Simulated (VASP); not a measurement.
Write the native input for VASP 6.6.1 that does the following.

* Task: single point
* Functional: PBEsol
* Potentials or basis: VASP PAW PBE potentials, release 64 (Zn, O_h)
* Cutoff: 910 eV
* k mesh: 9 × 9 × 6
* Occupations: gaussian, width 0.02 eV
* Spin: no spin polarisation
* Dipole correction: no
* Second run: hard_potentials
* Further INCAR settings: ALGO = Normal; EDIFF = 1e-06; NBANDS = 26

The structure of ZnO lies in POSCAR:

```
ZnO
1.0
    3.2305167521      0.0000000000      0.0000000000
   -1.6152583760      2.7977095747      0.0000000000
    0.0000000000      0.0000000000      5.2139362911
Zn O
2 2
Direct
    0.6666666667      0.3333333333      0.5006385776
    0.3333333333      0.6666666667      0.0006385776
    0.6666666667      0.3333333333      0.8796714224
    0.3333333333      0.6666666667      0.3796714224
```

The input as run:

INCAR

```
PREC     = Accurate       # precision mode
ENCUT    = 910            # plane-wave cutoff, eV
EDIFF    = 1E-6           # SCF threshold, eV
ISMEAR   = 0              # smearing method
SIGMA    = 0.02           # smearing width, eV
LREAL    = False          # projectors in reciprocal space
LASPH    = True           # aspherical terms in the spheres
NELM     = 120            # most SCF steps
ALGO     = Normal         # electronic algorithm
ISIF     = 2              # what is computed and relaxed
LWAVE    = False          # write WAVECAR
LCHARG   = True           # write CHGCAR
GGA      = PS             # functional
LELF     = True           # ELF
LVHAR    = True         
NBANDS   = 26             # bands
GGA_COMPAT= False
```

KPOINTS

```
regular mesh
0
Gamma
  9 9 6
```

Potentials or basis: VASP PAW PBE potentials, release 64 (Zn, O_h).

Launch:

```console
$ cat potpaw_PBE.64/Zn/POTCAR potpaw_PBE.64/O_h/POTCAR > POTCAR
$ mpirun -np 1 vasp_std > vasp.out
```

It gave:

* Pressure: 0.6 GPa
* Band gap on the k mesh: 0.69 eV, direct

Caveat: the cutoff is under 1.25 times the usual one of these potentials, so pressure, stress and relaxed cells hold a basis-set (Pulay) error; the PAW data sets were made with another functional, which shifts forces and pressure a little.

Wall time 57 s on 1 thread of Intel(R) Xeon(R) 6975P-C (Granite Rapids), on a shared host, peak memory 0.29 GiB.
